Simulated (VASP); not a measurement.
# Mo (Im-3m) in VASP: settings compared, part 3 of 3

VASP 6.6.1. Earlier steps stand in the parts before.

### Step 5. Relaxation of cell and atoms, LDA+U

Contents of INCAR:

```
  PREC = Accurate
  ENCUT = 600
  EDIFF = 1E-7
  ISMEAR = -1
  SIGMA = 0.05
  LREAL = False
  LASPH = True
  NELM = 150
  ALGO = Normal
  ISIF = 3
  LWAVE = False
  LCHARG = False
  LMAXMIX = 4
  LDAU = True
  LDAUTYPE = 2
  LDAUL = 2
  LDAUU = 5.3
  LDAUJ = 0
  LDAUPRINT = 1
  GGA = CA
  IBRION = 2
  NSW = 60
  EDIFFG = -0.01
```

Contents of KPOINTS:

```
regular mesh
0
Gamma
  12 12 12
```

Contents of POSCAR:

```
Mo
1.0
   -1.5838089719      1.5838089719      1.5838089719
    1.5838089719     -1.5838089719      1.5838089719
    1.5838089719      1.5838089719     -1.5838089719
Mo
1
Direct
    0.0000000000      0.0000000000      0.0000000000
```

Potentials or basis: VASP PAW LDA potentials, release 64 (Mo_sv).

Started as:

```sh
$ cat potpaw_LDA.64/Mo_sv/POTCAR > POTCAR
$ mpirun -np 1 vasp_std > vasp.out
```

OUTCAR:

```text
PREC = Accurate
   ENCUT = 600
   EDIFF = 1E-7
   ISMEAR = -1
   LREAL = False
   LASPH = True
   NELM = 150
   ISIF = 3
   GGA = CA
   IBRION = 2
   NSW = 60
   EDIFFG = -0.01

 ion  position               nearest neighbor table
   1  0.000  0.000  0.000-

  LATTYP: Found a body centered cubic cell.
 ALAT       =     3.1676179438

  Lattice vectors:

 A1 = (  -1.5838089719,   1.5838089719,   1.5838089719)
 A2 = (   1.5838089719,  -1.5838089719,   1.5838089719)
 A3 = (   1.5838089719,   1.5838089719,  -1.5838089719)

Analysis of symmetry for initial positions (statically):
=====================================================================
 Subroutine PRICEL returns:
 Original cell was already a primitive cell.

 Routine SETGRP: Setting up the symmetry group for a
 body centered cubic supercell.

 Subroutine GETGRP returns: Found 48 space group operations
 (whereof 48 operations were pure point group operations)
 out of a pool of 48 trial point group operations.

The static configuration has the point symmetry O_h .

Analysis of symmetry for dynamics (positions and initial velocities):
=====================================================================
 Subroutine PRICEL returns:
 Original cell was already a primitive cell.

 Routine SETGRP: Setting up the symmetry group for a
 body centered cubic supercell.

 Subroutine GETGRP returns: Found 48 space group operations
 (whereof 48 operations were pure point group operations)
 out of a pool of 48 trial point group operations.

The dynamic configuration has the point symmetry O_h .

 Subroutine INISYM returns: Found 48 space group operations
 (whereof 48 operations are pure point group operations),
 and found     1 'primitive' translations

----------------------------------------------------------------------------------------

                                     Primitive cell

  volume of cell :      15.8916

  direct lattice vectors                    reciprocal lattice vectors
    -1.583808972  1.583808972  1.583808972     0.000000000  0.315694638  0.315694638
     1.583808972 -1.583808972  1.583808972     0.315694638  0.000000000  0.315694638
     1.583808972  1.583808972 -1.583808972     0.315694638  0.315694638  0.000000000

  length of vectors
     2.743237609  2.743237609  2.743237609     0.446459639  0.446459639  0.446459639

  position of ions in fractional coordinates (direct lattice)
     0.000000000  0.000000000  0.000000000

  ion indices of the primitive-cell ions
   primitive index   ion index
                 1           1

----------------------------------------------------------------------------------------

 KPOINTS: regular mesh

Automatic generation of k-mesh.
 Grid dimensions read from file:
 generate k-points for:   12   12   12

 Generating k-lattice:

  Cartesian coordinates                     Fractional coordinates (reciprocal lattice)
[... 104 lines left out ...]

 number of electron      14.0000002 magnetization

 Free energy of the ion-electron system (eV)
  ---------------------------------------------------
  ext. energy  EPLUGINS =         0.00000000
  ---------------------------------------------------
  free energy    TOTEN  =        -6.00950324 eV

  energy without entropy =       -6.00821067  energy(sigma->0) =       -6.00885695

------------------------ aborting loop because EDIFF is reached ----------------------------------------

  FORCE on cell =-STRESS in cart. coord.  units (eV):
  Direction    XX          YY          ZZ          XY          YZ          ZX
  --------------------------------------------------------------------------------------
  -------------------------------------------------------------------------------------
  Total       -0.1511932     -0.1511932     -0.1511932     -0.0000000      0.0000000     -0.0000000
  in kB      -15.2431424    -15.2431424    -15.2431424     -0.0000000      0.0000000     -0.0000000
  external PRESSURE =     -15.2431424 kB  Pullay stress =       0.0000000 kB
[... 51 lines left out ...]
  FREE ENERGIE OF THE ION-ELECTRON SYSTEM (eV)
  ---------------------------------------------------
  free  energy   TOTEN  =        -6.0065238550 eV

  energy  without entropy=       -6.0051852865  energy(sigma->0) =       -6.00585457

atom =   1  type =  1  l = 2

 onsite density matrix

spin component  1

  0.4725  0.0000  0.0000 -0.0000 -0.0000
  0.0000  0.4725  0.0000  0.0000 -0.0000
  0.0000  0.0000  0.2558  0.0000 -0.0000
 -0.0000  0.0000  0.0000  0.4725  0.0000
 -0.0000 -0.0000 -0.0000  0.0000  0.2558

spin component  2

  0.4725  0.0000  0.0000 -0.0000 -0.0000
  0.0000  0.4725  0.0000  0.0000 -0.0000
  0.0000  0.0000  0.2558  0.0000 -0.0000
 -0.0000  0.0000  0.0000  0.4725  0.0000
 -0.0000 -0.0000 -0.0000  0.0000  0.2558

 occupancies and eigenvectors

  o =  0.2558  v =  0.0000  0.0000 -0.0178 -0.0000  0.9998  0.0000  0.0000  0.0000  0.0000  0.0000      0.0000  0.0000  0.0000  0.0000  0.0000  0.0000  0.0000  0.0000  0.0000  0.0000
  o =  0.2558  v =  0.0000  0.0000  0.0000  0.0000  0.0000  0.0000  0.0000 -0.0178 -0.0000  0.9998      0.0000  0.0000  0.0000  0.0000  0.0000  0.0000  0.0000  0.0000  0.0000  0.0000
  o =  0.2558  v =  0.0000 -0.0000  0.9998  0.0000  0.0178  0.0000  0.0000  0.0000  0.0000  0.0000      0.0000  0.0000  0.0000  0.0000  0.0000  0.0000  0.0000  0.0000  0.0000  0.0000
  o =  0.2558  v =  0.0000  0.0000  0.0000  0.0000  0.0000  0.0000 -0.0000  0.9998  0.0000  0.0178      0.0000  0.0000  0.0000  0.0000  0.0000  0.0000  0.0000  0.0000  0.0000  0.0000
  o =  0.4725  v =  0.0000  0.0000  0.0000  0.0000  0.0000  0.0000  1.0000  0.0000 -0.0051 -0.0000      0.0000  0.0000  0.0000  0.0000  0.0000  0.0000  0.0000  0.0000  0.0000  0.0000
  o =  0.4725  v =  0.0000  1.0000  0.0000 -0.0051 -0.0000  0.0000  0.0000  0.0000  0.0000  0.0000      0.0000  0.0000  0.0000  0.0000  0.0000  0.0000  0.0000  0.0000  0.0000  0.0000
  o =  0.4725  v =  1.0000  0.0000  0.0000  0.0000  0.0000  0.0000  0.0000  0.0000  0.0000  0.0000      0.0000  0.0000  0.0000  0.0000  0.0000  0.0000  0.0000  0.0000  0.0000  0.0000
  o =  0.4725  v =  0.0000 -0.0051  0.0000 -1.0000 -0.0000  0.0000  0.0000  0.0000  0.0000  0.0000      0.0000  0.0000  0.0000  0.0000  0.0000  0.0000  0.0000  0.0000  0.0000  0.0000
  o =  0.4725  v =  0.0000  0.0000  0.0000  0.0000  0.0000  0.0000 -0.0051  0.0000 -1.0000 -0.0000      0.0000  0.0000  0.0000  0.0000  0.0000  0.0000  0.0000  0.0000  0.0000  0.0000
  o =  0.4725  v =  0.0000  0.0000  0.0000  0.0000  0.0000  1.0000  0.0000  0.0000  0.0000  0.0000      0.0000  0.0000  0.0000  0.0000  0.0000  0.0000  0.0000  0.0000  0.0000  0.0000

--------------------------------------- Ionic step        3  -------------------------------------------

 number of electron      14.0000002 magnetization

 Free energy of the ion-electron system (eV)
  ---------------------------------------------------
  ext. energy  EPLUGINS =         0.00000000
  ---------------------------------------------------
  free energy    TOTEN  =        -6.00994710 eV

  energy without entropy =       -6.00865463  energy(sigma->0) =       -6.00930087

 E-fermi :  12.6357     XC(G=0): -13.5588

 val. band max:       12.4605381353   @ k =  -0.3333   0.3333   0.2500
 cond. band min:      12.6607896563   @ k =   0.4167   0.0833   0.0833
 fundamental gap:      0.2002515211
 Fermi energy:        12.6357452095

 k-point     1 :       0.0000    0.0000    0.0000
  band No.  band energies     occupation
      1     -48.7498      2.00000
      2     -22.2109      2.00000
      3     -22.2109      2.00000
      4     -22.2109      2.00000
      5       5.1035      2.00000
      6      11.0378      2.00000
      7      11.0378      2.00000
      8      11.0378      2.00000
      9      14.9889      0.00000
     10      14.9889      0.00000
     11      27.1142      0.00000
[... 309 lines left out ...]
 k-point    24 :       0.4167    0.0833    0.0833
  band No.  band energies     occupation
      1     -48.4860      2.00000
      2     -23.4874      2.00000
      3     -22.7118      2.00000
      4     -22.3134      2.00000
      5       7.8637      2.00000
      6       9.0236      2.00000
      7      12.6608      0.75466
      8      14.9453      0.00000
      9      15.7251      0.00000
     10      18.6655      0.00000
     11      23.2442      0.00000

 [... further k-points ...]

------------------------ aborting loop because EDIFF is reached ----------------------------------------

  FORCE on cell =-STRESS in cart. coord.  units (eV):
  Direction    XX          YY          ZZ          XY          YZ          ZX
  --------------------------------------------------------------------------------------
  -------------------------------------------------------------------------------------
  Total       -0.0012697     -0.0012697     -0.0012697     -0.0000000      0.0000000     -0.0000000
  in kB       -0.1287578     -0.1287578     -0.1287578     -0.0000000      0.0000000     -0.0000000
  external PRESSURE =      -0.1287578 kB  Pullay stress =       0.0000000 kB
[... 16 lines left out ...]
  FREE ENERGIE OF THE ION-ELECTRON SYSTEM (eV)
  ---------------------------------------------------
  free  energy   TOTEN  =        -6.0099471039 eV

  energy  without entropy=       -6.0086546334  energy(sigma->0) =       -6.00930087

 reached required accuracy - stopping structural energy minimisation
```

CONTCAR:

```text
Mo
   1.00000000000000
    -1.5807421208867178    1.5807421208867178    1.5807421208867178
     1.5807421208867178   -1.5807421208867178    1.5807421208867178
     1.5807421208867178    1.5807421208867178   -1.5807421208867178
  Mo
     1
Direct
     0.0000000000000000    0.0000000000000000    0.0000000000000000

  0.00000000E+00  0.00000000E+00  0.00000000E+00
```

Wall time 41 s (1 thread of Intel Xeon 8259CL, shared host); peak memory 0.15 GiB.

Results:

```
Free energy                           : -6.0099 eV
Relaxed volume                        : 15.80 Å³/atom
Relaxed cell                          : a = 2.738 Å, b = 2.738 Å, c = 2.738 Å, α = 109.47°, β = 109.47°, γ = 109.47°
Space group after relaxing (to 0.1 Å) : Im-3m (No. 229)
Energy gained by relaxing             : 0.4 meV/atom
Ionic steps                           : 3
Pressure after relaxing               : 0.0 GPa
Band gap on the k mesh                : zero (bands 7 and 8 overlap by 5.28 eV)
```

The path:
```tsv
step	energy change (eV)	largest force (eV/Å)	pressure (GPa)	volume (Å³)
1	0.0000	0.0000	-1.52	15.89
2	0.0030	0.0000	4.41	15.55
3	-0.0004	0.0000	-0.01	15.80
```

Final structure:
```
CELL_PARAMETERS angstrom
-1.58074 1.58074 1.58074
1.58074 -1.58074 1.58074
1.58074 1.58074 -1.58074
ATOMIC_POSITIONS crystal
Mo 0.00000 0.00000 0.00000
```

Eigenvalues of the final occupation matrices:
```tsv
site	spin	trace	eigenvalues
site 1 d	1	1.93	0.26 0.26 0.47 0.47 0.47
site 1 d	2	1.93	0.26 0.26 0.47 0.47 0.47
```

Caveat: U without spin polarisation on a metal has little footing; the U is typed as a test and isn't derived for this compound.

### Step 6. The runs side by side

| task | level | potentials or basis | U | cell | k mesh | cutoff (eV) | grid for exact exchange (PRECFOCK) | share of exact exchange | screening parameter | gap on the mesh (eV) | pressure (GPa) | relaxed volume (Å³/atom) |
| --- | --- | --- | --- | --- | --- | --- | --- | --- | --- | --- | --- | --- |
| single point | HSE06 | VASP PAW PBE potentials, release 64 (Mo_sv) | - | a = 2.743 Å, angles 109.5°, 1 atom | 8 × 8 × 8 | 520 | Normal | 0.25 | 0.2079 1/Å | none | -6.3 | - |
| relaxation of cell and atoms | HF | VASP PAW PBE potentials, release 64 (Mo_sv) | - | relaxed from a = 2.743 Å, angles 109.5°, 1 atom | 6 × 6 × 6 | 500 | Normal | 1 | - | none | 0.0 | 15.86 |
| single point | LDA+U | VASP PAW LDA potentials, release 64 (Mo_sv) | Mo d U = 5.3 eV | a = 2.709 Å, angles 109.5°, 1 atom | 12 × 12 × 12 | 520 | - | - | - | none | 8.9 | - |
| relaxation of cell and atoms | LDA+U | VASP PAW LDA potentials, release 64 (Mo_sv) | Mo d U = 5.3 eV | relaxed from a = 2.743 Å, angles 109.5°, 1 atom | 12 × 12 × 12 | 600 | - | - | - | none | 0.0 | 15.80 |

Alike in all rows: no spin polarisation; smearing fermi-dirac 0.05 eV.

Caveats: some runs use coarse meshes; the PAW data sets were made with another functional, which shifts forces and pressure a little (at least some runs); U without spin polarisation on a metal has little footing (at least some runs); the U is typed as a test and isn't derived for this compound (at least some runs); the cell stands under tension (at least some runs); the cell stands under pressure (at least some runs).

Absolute energies hang on the potentials; compare differences alone.
